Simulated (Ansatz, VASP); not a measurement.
## Two plane-wave programs on TiSi

File INCAR:

```
SYSTEM = TiSi
PREC     = Accurate       ! precision mode
ENCUT    = 520            ! plane-wave cutoff, eV
EDIFF    = 1E-7           ! SCF threshold, eV
ISMEAR   = 0              ! smearing method
SIGMA    = 0.15           ! smearing width, eV
LREAL    = .FALSE.        ! projectors in reciprocal space
LASPH    = .TRUE.         ! aspherical terms in the spheres
NELM     = 80             ! most SCF steps
ALGO     = Normal         ! electronic algorithm
ISIF     = 2              ! what is computed and relaxed
LWAVE    = .FALSE.        ! write WAVECAR
LCHARG   = .FALSE.        ! write CHGCAR
GGA      = PS             ! functional
NBANDS   = 15             ! bands
```

The input KPOINTS:

```
regular mesh
0
G
  18 18 12
  0 0 0
```

File POSCAR:

```
TiSi
1.0
    1.7616926600     -2.0540952800      0.0000000000
    1.7616926600      2.0540952800      0.0000000000
    0.0000000000      0.0000000000      3.8039340000
Ti Si
1 1
Direct
    0.5000000000      0.5000000000      0.0000000000
    0.0000000000      0.0000000000      0.5000000000
```

Input for Ansatz:

```yaml
crystal:
  lattice:
    - [1.76169266, -2.05409528, 0.0]
    - [1.76169266, 2.05409528, 0.0]
    - [0.0, 0.0, 3.803934]
  atoms:
    - { symbol: Ti, position: [0.5, 0.5, 0.0] }
    - { symbol: Si, position: [0.0, 0.0, 0.5] }
basis:
  ecutwfc: 420
kpoints:
  mp_grid: { grid: [18, 18, 12] }
hamiltonian:
  xc: pbesol
scf:
  occupations: { method: gaussian, width: 0.15 }
output:
  forces: true
  stress: true
  eigenvalues: true
```

Change from the starting cell: strain -0.030 along x and y, +0.000 along z, atoms carried along.

Alike in both runs: task single point; functional PBEsol; k mesh 18 × 18 × 12; occupations gaussian, width 0.15 eV; no spin polarisation.

|  | VASP | Ansatz |
| --- | --- | --- |
| version | VASP 6.6.1 | Ansatz 0.2.0 |
| potentials or method | VASP PAW PBE potentials, release 64 (Ti_sv, Si), cutoff 520 eV | scalar-relativistic, plane waves, PAW |
| valence electrons in the cell | 16 | 16 |

Ansatz gave:

| Property | Result |
| --- | --- |
| gap on the k mesh at the Fermi level (eV) | none |
| pressure (GPa) | 4.0 |
| traceless stress, the component that is largest in VASP (GPa) | 1.77 |

Problem. Which values does VASP return?

Solution. gap on the k mesh at the Fermi level (eV): none; pressure (GPa): 4.0; traceless stress, the component that is largest in VASP (GPa): 1.78.

VASP's potentials were made for PBE, not for PBEsol. A gap of «none» marks a metal or a gap that the smearing closes.
